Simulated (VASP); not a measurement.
# Cr (Cmcm) in VASP: further runs

Runs on Cr. Level: PBE. Tasks: single point.

Everything below comes from runs of VASP 6.6.1. Logs are shortened: lines on timing, memory, paths and dates and some standing lists are left out, and cuts for length are marked.

### Step 1. The cell of the first run

It takes space group Cmcm (No. 63, orthorhombic). The conventional cell has a = 2.294 Å, b = 4.934 Å, c = 4.064 Å, α = 90.00°, β = 90.00°, γ = 90.00°. Cr (site symmetry m2m) has 12 Cr at 2.29 to 2.72 Å within 3.0 Å.

### Step 2. Single point, PBE

The input, INCAR:

```
SYSTEM = Cr
ALGO = Fast
EDIFF = 1E-6
ENCUT = 520
GGA = PE
ISIF = 2
ISMEAR = 0
LASPH = .TRUE.
LCHARG = .TRUE.
LELF = .TRUE.
LREAL = .FALSE.
LVHAR = .TRUE.
LWAVE = .FALSE.
NBANDS = 19
NELM = 100
PREC = Accurate
SIGMA = 0.15
```

The input, KPOINTS:

```
k-points
0
G
  22 22 12
  0 0 0
```

The input, POSCAR:

```
Cr
1.0
    1.1470505050     -2.4670251200      0.0000000000
    1.1470505050      2.4670251200      0.0000000000
    0.0000000000      0.0000000000      4.0643107400
Cr
2
Direct
    0.1294674200      0.8705325800      0.7500000000
    0.8705325800      0.1294674200      0.2500000000
```

Potentials or basis: VASP PAW PBE potentials, release 64 (Cr_pv).

Started as:

```
> cat potpaw_PBE.64/Cr_pv/POTCAR > POTCAR
> mpirun -np 1 vasp_std > vasp.out
```

OUTCAR:

```text
SYSTEM = Cr
   EDIFF = 1E-6
   ENCUT = 520
   GGA = PE
   ISIF = 2
   ISMEAR = 0
   LASPH = .TRUE.
   LREAL = .FALSE.
   NELM = 100
   PREC = Accurate

 ion  position               nearest neighbor table
   1  0.129  0.871  0.750-   2 2.40   2 2.40   2 2.62   2 2.62   2 2.62   2 2.62
   2  0.871  0.129  0.250-   1 2.40   1 2.40   1 2.62   1 2.62   1 2.62   1 2.62

  LATTYP: Found a base centered orthorhombic cell.
 ALAT       =     2.2941010100
 B/A-ratio  =     2.1507554456
 C/A-ratio  =     1.7716354782

  Lattice vectors:

 A1 = (   1.1470505050,  -2.4670251200,   0.0000000000)
 A2 = (   1.1470505050,   2.4670251200,   0.0000000000)
 A3 = (   0.0000000000,   0.0000000000,   4.0643107400)

Analysis of symmetry for initial positions (statically):
=====================================================================
 Subroutine PRICEL returns:
 Original cell was already a primitive cell.

 Routine SETGRP: Setting up the symmetry group for a
 base centered orthorhombic supercell.

 Subroutine GETGRP returns: Found  8 space group operations
 (whereof  4 operations were pure point group operations)
 out of a pool of  8 trial point group operations.

The static configuration has the point symmetry C_2h.
 The point group associated with its full space group is D_2h.

Analysis of symmetry for dynamics (positions and initial velocities):
=====================================================================
 Subroutine PRICEL returns:
 Original cell was already a primitive cell.

 Routine SETGRP: Setting up the symmetry group for a
 base centered orthorhombic supercell.

 Subroutine GETGRP returns: Found  8 space group operations
 (whereof  4 operations were pure point group operations)
 out of a pool of  8 trial point group operations.

The dynamic configuration has the point symmetry C_2h.
 The point group associated with its full space group is D_2h.

 Subroutine INISYM returns: Found  8 space group operations
 (whereof  4 operations are pure point group operations),
 and found     1 'primitive' translations

----------------------------------------------------------------------------------------

                                     Primitive cell

  volume of cell :      23.0024

  direct lattice vectors                    reciprocal lattice vectors
     1.147050505 -2.467025120  0.000000000     0.435900597 -0.202673250  0.000000000
     1.147050505  2.467025120  0.000000000     0.435900597  0.202673250  0.000000000
     0.000000000  0.000000000  4.064310740     0.000000000  0.000000000  0.246044179

  length of vectors
[... 81 lines left out ...]
   NELM   =    100;   NELMIN=  2; NELMDL= -5     # of ELM steps
   EDIFF  = 0.1E-05   stopping-criterion for ELM
   LREAL  =      F    real-space projection
   EDIFFG = 0.1E-04   stopping-criterion for IOM
   NSW    =      0    number of steps for IOM
   IBRION =     -1    ionic relax: 0-MD 1-quasi-New 2-CG
   NFREE  =      0    steps in history (QN), initial steepest desc. (CG)
   ISIF   =      2    stress and relaxation
   ISYM   =      2    0-nonsym 1-usesym 2-fastsym
   POTIM  = 0.5000    time-step for ionic-motion
   TEBEG  =    0.0;   TEEND  =   0.0 temperature during run
   PSTRESS=    0.0 pullay stress
   NELECT =      24.0000    total number of electrons
   NUPDOWN=      -1.0000    fix difference up-down
   EMIN   =  10.00;   EMAX   =-10.00  energy-range for DOS
   EFERMI =   0.00;   METHOD = LEGACY
   ISMEAR =     0;   SIGMA  =   0.15  broadening in eV -4-tet -1-fermi 0-gaus
   EFERMI_NEDOS =   21; number of points for ismear=-14 and -15
   IALGO  =     68    algorithm
   IMIX   =      4    mixing-type and parameters
     AMIX     =   0.40;   BMIX     =  1.00
     AMIX_MAG =   1.60;   BMIX_MAG =  1.00
  volume/ion in A,a.u.               =      11.50        77.61
  Fermi-wavevector in a.u.,A,eV,Ry     =   1.660431  3.137760 37.511698  2.757032
  Thomas-Fermi vector in A             =   2.747669
   LORBIT       =      0    0 simple, 1 ext, 2 COOP (PROOUT), +10 PAW based schemes
   GGA     = PE    functional components
   LHFCALC =     F    Hartree Fock is set to
   AEXX    =    0.0000 exact exchange contribution
   IVDW    =     0    specifies the selected vdW correction
   LEPSILON=     F    determine dielectric tensor
   LRPA    =     F    only Hartree local field effects (RPA)
 non-spin polarized calculation
 RMM-DIIS sequential band-by-band and
 Gauss-broadening in eV      SIGMA  =   0.15
  energy-cutoff  :      520.00
  volume of cell :       23.00
 maximum number of plane-waves:       646
   NGX = 11   NGY = 11   NGZ = 15

 number of electron      23.9999987 magnetization

 Free energy of the ion-electron system (eV)
  ---------------------------------------------------
  ext. energy  EPLUGINS =         0.00000000
  ---------------------------------------------------
  free energy    TOTEN  =       -18.38296282 eV

  energy without entropy =      -18.35130116  energy(sigma->0) =      -18.36713199

 E-fermi :  11.0092     XC(G=0): -13.6687

 val. band max:       11.0090483278   @ k =   0.1818   0.0909   0.0833
 cond. band min:      11.0094048140   @ k =   0.4545   0.0455   0.5000
 fundamental gap:      0.0003564862
 Fermi energy:        11.0092015730

 k-point     1 :       0.0000    0.0000    0.0000
  band No.  band energies     occupation
      1     -32.4722      2.00000
      2     -31.9247      2.00000
      3     -31.6762      2.00000
      4     -31.5134      2.00000
      5     -31.4278      2.00000
      6     -31.4165      2.00000
[... 505 lines left out ...]
      6     -31.5748      2.00000
[... 11 lines left out ...]
     18      18.3488      0.00000
     19      19.6957      0.00000

 [... further k-points ...]

------------------------ aborting loop because EDIFF is reached ----------------------------------------

  FORCE on cell =-STRESS in cart. coord.  units (eV):
  Direction    XX          YY          ZZ          XY          YZ          ZX
  --------------------------------------------------------------------------------------
  -------------------------------------------------------------------------------------
  Total        1.0144116      0.5930080      1.5207659      0.0000000      0.0000000      0.0000000
  in kB       70.6564466     41.3045725    105.9253549      0.0000000      0.0000000      0.0000000
  external PRESSURE =      72.6287913 kB  Pullay stress =       0.0000000 kB

 VOLUME and BASIS-vectors are now :
 -----------------------------------------------------------------------------
  energy-cutoff  :      520.00
  volume of cell :       23.00
      direct lattice vectors                 reciprocal lattice vectors
     1.147050505 -2.467025120  0.000000000     0.435900597 -0.202673250  0.000000000
     1.147050505  2.467025120  0.000000000     0.435900597  0.202673250  0.000000000
     0.000000000  0.000000000  4.064310740     0.000000000  0.000000000  0.246044179

 POSITION                                       TOTAL-FORCE (eV/Angst)
 -----------------------------------------------------------------------------------
      1.14705      1.82823      3.04823         0.000000     -0.161909      0.000000
      1.14705     -1.82823      1.01608         0.000000      0.161909     -0.000000
 -----------------------------------------------------------------------------------
    total drift:                               -0.000000     -0.000000     -0.000000

  FREE ENERGIE OF THE ION-ELECTRON SYSTEM (eV)
  ---------------------------------------------------
  free  energy   TOTEN  =       -18.3829628249 eV

  energy  without entropy=      -18.3513011620  energy(sigma->0) =      -18.36713199
```

OSZICAR:

```text
N       E                     dE             d eps       ncg     rms          rms(c)
DAV:   1     0.238731854909E+03    0.23873E+03   -0.14525E+04 35426   0.160E+03
DAV:   2    -0.134472633175E+02   -0.25218E+03   -0.24654E+03 35839   0.440E+02
DAV:   3    -0.211581629832E+02   -0.77109E+01   -0.76171E+01 37136   0.926E+01
DAV:   4    -0.212617450165E+02   -0.10358E+00   -0.10348E+00 47325   0.969E+00
DAV:   5    -0.212635397027E+02   -0.17947E-02   -0.17890E-02 38619   0.124E+00    0.178E+01
RMM:   6    -0.183851986799E+02    0.28783E+01   -0.11950E+01 36014   0.350E+01    0.234E+00
RMM:   7    -0.183968309092E+02   -0.11632E-01   -0.56088E-01 37345   0.551E+00    0.126E+00
RMM:   8    -0.183827036997E+02    0.14127E-01   -0.33163E-02 40236   0.157E+00    0.338E-01
RMM:   9    -0.183826983870E+02    0.53127E-05   -0.78401E-03 43804   0.830E-01    0.123E-01
RMM:  10    -0.183828870383E+02   -0.18865E-03   -0.28346E-03 43765   0.494E-01    0.872E-02
RMM:  11    -0.183828841459E+02    0.28924E-05   -0.11172E-03 43817   0.340E-01    0.356E-02
RMM:  12    -0.183829541568E+02   -0.70011E-04   -0.70582E-04 54738   0.156E-01    0.337E-02
RMM:  13    -0.183829621615E+02   -0.80046E-05   -0.66090E-05 52539   0.653E-02    0.493E-02
RMM:  14    -0.183829606167E+02    0.15447E-05   -0.32278E-05 43215   0.584E-02    0.371E-02
RMM:  15    -0.183829626435E+02   -0.20268E-05   -0.18618E-05 49979   0.265E-02    0.246E-02
RMM:  16    -0.183829628249E+02   -0.18141E-06   -0.20012E-06 30065   0.114E-02
   1 F= -.18382963E+02 E0= -.18367132E+02  d E =-.316617E-01
```

stdout:

```text
POSCAR found type information on POSCAR Cr
 POSCAR found :  1 types and       2 ions
 scaLAPACK will be used
 LDA part: xc-table for (Slater+PW92), standard interpolation
 POSCAR, INCAR and KPOINTS ok, starting setup
 FFT: planning ... GRIDC
 FFT: planning ... GRID_SOFT
 FFT: planning ... GRID
 WAVECAR not read
 entering main loop
```

Wall time 3.5 min (1 thread of Intel Xeon 6975P-C (Granite Rapids), shared host); peak memory 0.41 GiB.

What came out:

| Item | Value |
| --- | --- |
| Free energy | -18.3830 eV |
| Pressure | 7.3 GPa |
| Largest force | 0.162 eV/Å |
| Band gap on the k mesh | zero (band 12 reaches 11.32 eV, above the bottom of band 13 at 10.60 eV) |

Forces on the atoms (eV/Å):
```
Cr   0.000 -0.162  0.000
Cr   0.000  0.162  0.000
```

Levels at points of the mesh, in eV from the Fermi level:
| k point | band 9 | band 10 | band 11 | band 12 | band 13 | band 14 | band 15 | band 16 |
| --- | --- | --- | --- | --- | --- | --- | --- | --- |
| (0.00, 0.00, 0.00) | -2.17 | -1.95 | -0.87 | 0.18 | 1.01 | 1.01 | 1.05 | 1.70 |
| (0.50, 0.00, 0.00) | -3.75 | -1.34 | -0.29 | 0.04 | 0.26 | 1.86 | 2.05 | 2.26 |
| (0.50, 0.50, 0.00) | -2.61 | -2.42 | -1.95 | -1.42 | 0.55 | 2.07 | 2.57 | 2.73 |
| (0.00, 0.00, 0.50) | -1.96 | -1.96 | -1.17 | -1.17 | 0.56 | 0.56 | 0.77 | 0.77 |
| (0.50, 0.00, 0.50) | -2.37 | -2.37 | 0.09 | 0.09 | 1.33 | 1.33 | 2.38 | 2.38 |
| (0.50, 0.50, 0.50) | -2.72 | -2.72 | 0.31 | 0.31 | 1.53 | 1.53 | 2.32 | 2.32 |

Caveat: the run has no spin polarisation, though such a crystal can be magnetic. Spin polarisation is off, so any magnetic state and its effect on volume and gap are missing.

### Step 3. Single point, PBE

The input, INCAR:

```
SYSTEM = Cr
PREC = Accurate ; ENCUT = 520
EDIFF = 1E-6 ; ISMEAR = 0
SIGMA = 0.15 ; LREAL = .False.
LASPH = .True. ; NELM = 80
ALGO = Fast ; ISIF = 2
LWAVE = .False. ; LCHARG = .False.
GGA = PE ; NBANDS = 19
```

The input, KPOINTS:

```
Automatic mesh
0
Gamma
  24 24 14
  0 0 0
```

POSCAR is that of step 2.

Potentials or basis: VASP PAW PBE potentials, release 64 (Cr_pv).

Started as:

```
> cat potpaw_PBE.64/Cr_pv/POTCAR > POTCAR
> mpirun -np 1 vasp_std > vasp.out
```

Run time: 4.2 min. Hardware: 1 thread of Intel Xeon 6975P-C (Granite Rapids), shared host; peak memory 0.51 GiB.

Results (log left out):

```yaml
Free_energy: -18.3831 eV
Pressure: 7.2 GPa
Largest_force: 0.157 eV/Å
Band_gap_on_the_k_mesh: zero (band 12 reaches 11.36 eV, above the bottom of band 13 at 10.56 eV)
```

Forces in eV/Å, atoms in the order of the input:
```
Cr   0.000 -0.157  0.000
Cr   0.000  0.157  0.000
```

Stress tensor (GPa, compression positive):
```
 7.07  0.00  0.00
 0.00  4.03  0.00
 0.00  0.00 10.49
```

Levels at points of the mesh, in eV from the Fermi level:
```tsv
k point	band 10	band 11	band 12	band 13	band 14	band 15
(0.00, 0.00, 0.00)	-1.95	-0.87	0.17	1.01	1.01	1.05
(0.50, 0.00, 0.00)	-1.34	-0.29	0.04	0.25	1.86	2.05
(0.50, 0.50, 0.00)	-2.42	-1.96	-1.42	0.54	2.06	2.57
(0.00, 0.00, 0.50)	-1.96	-1.17	-1.17	0.56	0.56	0.77
(0.50, 0.00, 0.50)	-2.37	0.09	0.09	1.33	1.33	2.38
(0.50, 0.50, 0.50)	-2.73	0.31	0.31	1.53	1.53	2.31
```

Caveat: the run has no spin polarisation, though such a crystal can be magnetic. Spin polarisation is off, so any magnetic state and its effect on volume and gap are missing.
